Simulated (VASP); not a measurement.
# CaF (P4/nmm) in VASP: further runs, part 2 of 2

VASP 6.6.1.

## (4) Single point, PBE (20.79 Å³/atom)

This run uses another cell than the first one, of 20.79 Å³/atom.

File INCAR:

```
  ALGO = Normal
  EDIFF = 1E-6
  ENCUT = 600
  GGA = PE
  GGA_COMPAT = F
  ISIF = 2
  ISMEAR = 0
  LASPH = T
  LCHARG = F
  LREAL = F
  LWAVE = F
  NBANDS = 25
  NELM = 120
  PREC = Accurate
  SIGMA = 0.1
```

File KPOINTS:

```
k-points
0
Gamma
  12 12 8
```

File POSCAR:

```
CaF
1.0
    3.8585073358      0.0000000000      0.0000000000
    0.0000000000      3.8585073358      0.0000000000
    0.0000000000      0.0000000000      5.5866884593
Ca F
2 2
Direct
    0.5000000000      0.0000000000      0.7677238253
    0.0000000000      0.5000000000      0.2322761747
    0.0000000000      0.0000000000      0.0000000000
    0.5000000000      0.5000000000      0.0000000000
```

Potentials or basis: VASP PAW PBE potentials, release 64 (Ca_sv, F).

The run is started by

```
$ cat potpaw_PBE.64/Ca_sv/POTCAR potpaw_PBE.64/F/POTCAR > POTCAR
$ mpirun -np 1 vasp_std > vasp.out
```

OUTCAR:

```text
EDIFF = 1E-6
   ENCUT = 600
   GGA = PE
   ISIF = 2
   ISMEAR = 0
   LASPH = T
   LREAL = F
   NELM = 120
   PREC = Accurate

 ion  position               nearest neighbor table
   1  0.500  0.000  0.768-   3 2.33   4 2.33   4 2.33   3 2.33
   2  0.000  0.500  0.232-   3 2.33   4 2.33   3 2.33   4 2.33
   3  0.000  0.000  0.000-   1 2.33   2 2.33   2 2.33   1 2.33
   4  0.500  0.500  0.000-   1 2.33   2 2.33   1 2.33   2 2.33

  LATTYP: Found a simple tetragonal cell.
[... 204 lines left out ...]
      6     -19.5745      2.00000
[... 661 lines left out ...]
     24       7.5308      0.00000
     25       7.7515      0.00000

 [... further k-points ...]
[... 5 lines left out ...]
  --------------------------------------------------------------------------------------
  -------------------------------------------------------------------------------------
  Total        1.4207216      1.4207216      1.3984904      0.0000000      0.0000000      0.0000000
  in kB       27.3669526     27.3669526     26.9387195      0.0000000      0.0000000      0.0000000
  external PRESSURE =      27.2242082 kB  Pullay stress =       0.0000000 kB

 VOLUME and BASIS-vectors are now :
 -----------------------------------------------------------------------------
  energy-cutoff  :      600.00
  volume of cell :       83.18
      direct lattice vectors                 reciprocal lattice vectors
     3.858507336  0.000000000  0.000000000     0.259167578  0.000000000  0.000000000
     0.000000000  3.858507336  0.000000000     0.000000000  0.259167578  0.000000000
     0.000000000  0.000000000  5.586688459     0.000000000  0.000000000  0.178996915

 POSITION                                       TOTAL-FORCE (eV/Angst)
 -----------------------------------------------------------------------------------
      1.92925      0.00000      4.28903         0.000000      0.000000     -0.057267
      0.00000      1.92925      1.29765        -0.000000     -0.000000      0.057267
      0.00000      0.00000      0.00000         0.000000     -0.000000     -0.000000
      1.92925      1.92925      0.00000        -0.000000      0.000000     -0.000000
 -----------------------------------------------------------------------------------
    total drift:                                0.000000     -0.000000     -0.000000

  FREE ENERGIE OF THE ION-ELECTRON SYSTEM (eV)
  ---------------------------------------------------
  free  energy   TOTEN  =       -19.0331092505 eV

  energy  without entropy=      -19.0281132945  energy(sigma->0) =      -19.03061127
```

OSZICAR:

```text
N       E                     dE             d eps       ncg     rms          rms(c)
DAV:   1     0.360107744365E+03    0.36011E+03   -0.18348E+04  7000   0.145E+03
DAV:   2     0.765463062145E+01   -0.35245E+03   -0.34045E+03  8014   0.403E+02
DAV:   3    -0.186611441027E+02   -0.26316E+02   -0.26131E+02 10234   0.104E+02
DAV:   4    -0.204230031680E+02   -0.17619E+01   -0.17596E+01 11480   0.183E+01
DAV:   5    -0.204456010045E+02   -0.22598E-01   -0.22594E-01  9536   0.211E+00    0.838E+00
DAV:   6    -0.190208262574E+02    0.14248E+01   -0.66841E+00  8954   0.140E+01    0.350E+00
DAV:   7    -0.190290296307E+02   -0.82034E-02   -0.40062E-01 10234   0.381E+00    0.192E+00
DAV:   8    -0.190320826415E+02   -0.30530E-02   -0.74958E-02  8848   0.217E+00    0.362E-01
DAV:   9    -0.190326825410E+02   -0.59990E-03   -0.17279E-02 10238   0.854E-01    0.129E-01
DAV:  10    -0.190331632650E+02   -0.48072E-03   -0.21997E-03 10027   0.296E-01    0.710E-02
DAV:  11    -0.190331258970E+02    0.37368E-04   -0.15655E-04  9446   0.112E-01    0.372E-02
DAV:  12    -0.190331074897E+02    0.18407E-04   -0.12053E-04  9935   0.770E-02    0.378E-03
DAV:  13    -0.190331089571E+02   -0.14674E-05   -0.18665E-05 10014   0.244E-02    0.272E-03
DAV:  14    -0.190331092505E+02   -0.29340E-06   -0.13385E-06  6663   0.778E-03
   1 F= -.19033109E+02 E0= -.19030611E+02  d E =-.499596E-02
```

stdout:

```text
POSCAR found type information on POSCAR CaF
 POSCAR found :  2 types and       4 ions
 scaLAPACK will be used
 LDA part: xc-table for (Slater+PW92), standard interpolation
 POSCAR, INCAR and KPOINTS ok, starting setup
 FFT: planning ... GRIDC
 FFT: planning ... GRID_SOFT
 FFT: planning ... GRID
 WAVECAR not read
 entering main loop
```

It took 3.3 min on 1 thread of Intel Xeon Platinum 8488C (Sapphire Rapids), shared host; peak memory 0.43 GiB.

Results:

```yaml
Free_energy: -19.0331 eV
Pressure: 2.7 GPa
Largest_force: 0.057 eV/Å
Band_gap_on_the_k_mesh: zero (bands 17 and 18 overlap by 1.31 eV)
```

Forces in eV/Å, atoms in the order of the input:
```
Ca   0.000  0.000 -0.057
Ca   0.000  0.000  0.057
F    0.000  0.000  0.000
F    0.000  0.000  0.000
```

## (5) Single point, PBE (21.46 Å³/atom)

This run uses another cell than the first one, of 21.46 Å³/atom.

File INCAR:

```
ALGO = Normal
EDIFF = 1E-6
ENCUT = 600
GGA = PE
GGA_COMPAT = False
ISIF = 2
ISMEAR = 0
LASPH = True
LCHARG = True
LELF = True
LREAL = False
LVHAR = True
LWAVE = False
NBANDS = 25
NELM = 120
PREC = Accurate
SIGMA = 0.1
```

KPOINTS is that of step 4.

File POSCAR:

```
CaF
1.0
    3.8992171529      0.0000000000      0.0000000000
    0.0000000000      3.8992171529      0.0000000000
    0.0000000000      0.0000000000      5.6452366219
Ca F
2 2
Direct
    0.5000000000      0.0000000000      0.7704632245
    0.0000000000      0.5000000000      0.2295367755
    0.0000000000      0.0000000000      0.0000000000
    0.5000000000      0.5000000000      0.0000000000
```

Potentials or basis: VASP PAW PBE potentials, release 64 (Ca_sv, F).

The run is started by

```
$ cat potpaw_PBE.64/Ca_sv/POTCAR potpaw_PBE.64/F/POTCAR > POTCAR
$ mpirun -np 1 vasp_std > vasp.out
```

OUTCAR:

```text
EDIFF = 1E-6
   ENCUT = 600
   GGA = PE
   ISIF = 2
   ISMEAR = 0
   LASPH = True
   LREAL = False
   NELM = 120
   PREC = Accurate

 ion  position               nearest neighbor table
   1  0.500  0.000  0.770-   3 2.34   4 2.34   4 2.34   3 2.34
   2  0.000  0.500  0.230-   3 2.34   4 2.34   3 2.34   4 2.34
   3  0.000  0.000  0.000-   1 2.34   2 2.34   2 2.34   1 2.34
   4  0.500  0.500  0.000-   1 2.34   2 2.34   1 2.34   2 2.34

  LATTYP: Found a simple tetragonal cell.
 ALAT       =     3.8992171529
[... 866 lines left out ...]
     25       7.4323      0.00000

 [... further k-points ...]
[... 5 lines left out ...]
  --------------------------------------------------------------------------------------
  -------------------------------------------------------------------------------------
  Total        0.7106825      0.7106825      0.6865311      0.0000000      0.0000000      0.0000000
  in kB       13.2662824     13.2662824     12.8154474      0.0000000      0.0000000      0.0000000
  external PRESSURE =      13.1160041 kB  Pullay stress =       0.0000000 kB

 VOLUME and BASIS-vectors are now :
 -----------------------------------------------------------------------------
  energy-cutoff  :      600.00
  volume of cell :       85.83
      direct lattice vectors                 reciprocal lattice vectors
     3.899217153  0.000000000  0.000000000     0.256461736  0.000000000  0.000000000
     0.000000000  3.899217153  0.000000000     0.000000000  0.256461736  0.000000000
     0.000000000  0.000000000  5.645236622     0.000000000  0.000000000  0.177140493

 POSITION                                       TOTAL-FORCE (eV/Angst)
 -----------------------------------------------------------------------------------
      1.94961      0.00000      4.34945        -0.000000      0.000000     -0.052611
      0.00000      1.94961      1.29579         0.000000      0.000000      0.052611
      0.00000      0.00000      0.00000        -0.000000     -0.000000      0.000000
      1.94961      1.94961      0.00000         0.000000      0.000000      0.000000
 -----------------------------------------------------------------------------------
    total drift:                                0.000000     -0.000000      0.000000

  FREE ENERGIE OF THE ION-ELECTRON SYSTEM (eV)
  ---------------------------------------------------
  free  energy   TOTEN  =       -19.0677444880 eV

  energy  without entropy=      -19.0627617832  energy(sigma->0) =      -19.06525314
```

OSZICAR:

```text
N       E                     dE             d eps       ncg     rms          rms(c)
DAV:   1     0.356426387559E+03    0.35643E+03   -0.18312E+04  7000   0.145E+03
DAV:   2     0.750965622862E+01   -0.34892E+03   -0.33641E+03  8162   0.399E+02
DAV:   3    -0.185806440457E+02   -0.26090E+02   -0.25913E+02 10072   0.103E+02
DAV:   4    -0.204596365687E+02   -0.18790E+01   -0.18768E+01 11654   0.185E+01
DAV:   5    -0.204816716887E+02   -0.22035E-01   -0.22032E-01  9314   0.213E+00    0.841E+00
DAV:   6    -0.190535907145E+02    0.14281E+01   -0.67858E+00  9016   0.139E+01    0.353E+00
DAV:   7    -0.190628003420E+02   -0.92096E-02   -0.40320E-01 10225   0.381E+00    0.194E+00
DAV:   8    -0.190665622007E+02   -0.37619E-02   -0.75750E-02  8817   0.217E+00    0.363E-01
DAV:   9    -0.190672881296E+02   -0.72593E-03   -0.17265E-02 10298   0.847E-01    0.130E-01
DAV:  10    -0.190678046642E+02   -0.51653E-03   -0.22583E-03 10001   0.298E-01    0.717E-02
DAV:  11    -0.190677602309E+02    0.44433E-04   -0.16469E-04  9359   0.115E-01    0.364E-02
DAV:  12    -0.190677427369E+02    0.17494E-04   -0.12103E-04 10100   0.764E-02    0.413E-03
DAV:  13    -0.190677442049E+02   -0.14680E-05   -0.19134E-05 10054   0.246E-02    0.296E-03
DAV:  14    -0.190677444880E+02   -0.28306E-06   -0.15782E-06  7056   0.822E-03
   1 F= -.19067744E+02 E0= -.19065253E+02  d E =-.498270E-02
```

stdout:

```text
POSCAR found type information on POSCAR CaF
 POSCAR found :  2 types and       4 ions
 scaLAPACK will be used
 LDA part: xc-table for (Slater+PW92), standard interpolation
 POSCAR, INCAR and KPOINTS ok, starting setup
 FFT: planning ... GRIDC
 FFT: planning ... GRID_SOFT
 FFT: planning ... GRID
 WAVECAR not read
 entering main loop
```

It took 3.1 min on 1 thread of Intel Xeon Platinum 8488C (Sapphire Rapids), shared host; peak memory 0.44 GiB.

What came out:

```yaml
Free_energy: -19.0677 eV
Pressure: 1.3 GPa
Largest_force: 0.053 eV/Å
Band_gap_on_the_k_mesh: zero (bands 17 and 18 overlap by 1.31 eV)
```

Forces on the atoms (eV/Å):
```
Ca   0.000  0.000 -0.053
Ca   0.000  0.000  0.053
F    0.000  0.000  0.000
F    0.000  0.000  0.000
```

## (6) Relaxation of shape and atoms at fixed volume, PBE (23.45 Å³/atom)

This run uses another cell than the first one, of 23.45 Å³/atom.

File INCAR:

```
SYSTEM = CaF
ALGO = Normal
EDIFF = 1E-7
EDIFFG = -0.01
ENCUT = 600
GGA = PE
GGA_COMPAT = .False.
IBRION = 2
ISIF = 4
ISMEAR = 0
LASPH = .True.
LCHARG = .False.
LREAL = .False.
LWAVE = .False.
NELM = 120
NELMIN = 4
NSW = 50
PREC = Accurate
SIGMA = 0.1
```

File KPOINTS:

```
k-points
0
Gamma
  12 12 8
  0 0 0
```

File POSCAR:

```
CaF
1.0
    4.0158153223      0.0000000000      0.0000000000
    0.0000000000      4.0158153223      0.0000000000
    0.0000000000      0.0000000000      5.8159901325
Ca F
2 2
Direct
    0.5000000000      0.0000000000      0.7758504924
    0.0000000000      0.5000000000      0.2241495076
    0.0000000000      0.0000000000      0.0000000000
    0.5000000000      0.5000000000      0.0000000000
```

Potentials or basis: VASP PAW PBE potentials, release 64 (Ca_sv, F).

The run is started by

```
$ cat potpaw_PBE.64/Ca_sv/POTCAR potpaw_PBE.64/F/POTCAR > POTCAR
$ mpirun -np 1 vasp_std > vasp.out
```

It took 9.6 min on 1 thread of Intel Xeon 6975P-C (Granite Rapids), shared host; peak memory 0.44 GiB.

Results (log left out):

| Item | Value |
| --- | --- |
| Free energy | -19.0540 eV |
| Energy gained by relaxing | 0.2 meV/atom |
| Ionic steps | 3 |
| Pressure after relaxing | -1.9 GPa |
| Band gap on the k mesh | zero (bands 17 and 18 overlap by 1.30 eV) |

The path:
| step | energy change (eV) | largest force (eV/Å) | pressure (GPa) | volume (Å³) |
| --- | --- | --- | --- | --- |
| 1 | 0.0000 | 0.0875 | -2.08 | 93.79 |
| 2 | -0.0006 | 0.0525 | -2.01 | 93.79 |
| 3 | -0.0009 | 0.0004 | -1.91 | 93.79 |

Final structure:
```
Ca F
1.0
     4.01415    0.00000    0.00000
     0.00000    4.01415    0.00000
     0.00000    0.00000    5.82082
Ca F
2 2
Direct
  0.50000 0.00000 0.77765
  0.00000 0.50000 0.22235
  0.00000 0.00000 0.00000
  0.50000 0.50000 0.00000
```

Levels at points of the mesh, in eV from the Fermi level:
| k point | band 13 | band 14 | band 15 | band 16 | band 17 | band 18 | band 19 | band 20 | band 21 |
| --- | --- | --- | --- | --- | --- | --- | --- | --- | --- |
| (0.00, 0.00, 0.00) | -7.87 | -7.43 | -6.73 | -6.73 | -2.54 | 1.15 | 1.90 | 2.80 | 2.85 |
| (0.50, 0.00, 0.00) | -7.46 | -7.46 | -7.37 | -7.37 | -0.52 | -0.52 | 2.44 | 2.44 | 2.66 |
| (0.50, 0.50, 0.00) | -7.26 | -7.26 | -6.67 | -6.67 | 0.68 | 0.68 | 0.74 | 0.74 | 3.40 |
| (0.00, 0.00, 0.50) | -7.92 | -7.44 | -6.73 | -6.73 | -1.74 | 0.34 | 2.32 | 2.56 | 2.84 |
| (0.50, 0.00, 0.50) | -7.47 | -7.47 | -7.38 | -7.38 | -0.22 | -0.22 | 2.42 | 2.42 | 2.68 |
| (0.50, 0.50, 0.50) | -7.27 | -7.27 | -6.67 | -6.67 | 0.78 | 0.78 | 0.87 | 0.87 | 2.87 |

## (7) Summary

```tsv
task	cell	gap on the mesh (eV)	pressure (GPa)	largest force (eV/Å)
single point	a = 3.773, b = 3.773, c = 5.469 Å, 4 atoms, atomic positions A	none	6.3	0.07
single point	a = 3.817, b = 3.817, c = 5.528 Å, 4 atoms, atomic positions B	none	4.4	0.06
single point	a = 3.859, b = 3.859, c = 5.587 Å, 4 atoms, atomic positions C	none	2.7	0.06
single point	a = 3.899, b = 3.899, c = 5.645 Å, 4 atoms, atomic positions D	none	1.3	0.05
relaxation of shape and atoms at fixed volume	relaxed from a = 4.016, b = 4.016, c = 5.816 Å, 4 atoms, atomic positions E	none	-1.9	-
```

Alike in all rows: level PBE; potentials or basis VASP PAW PBE potentials, release 64 (Ca_sv, F); no spin polarisation; k mesh 12 × 12 × 8; cutoff (eV) 600; smearing gaussian 0.1 eV.

Caveats: the cell stands under pressure (at least some runs).

Absolute energies hang on the potentials; compare differences alone.
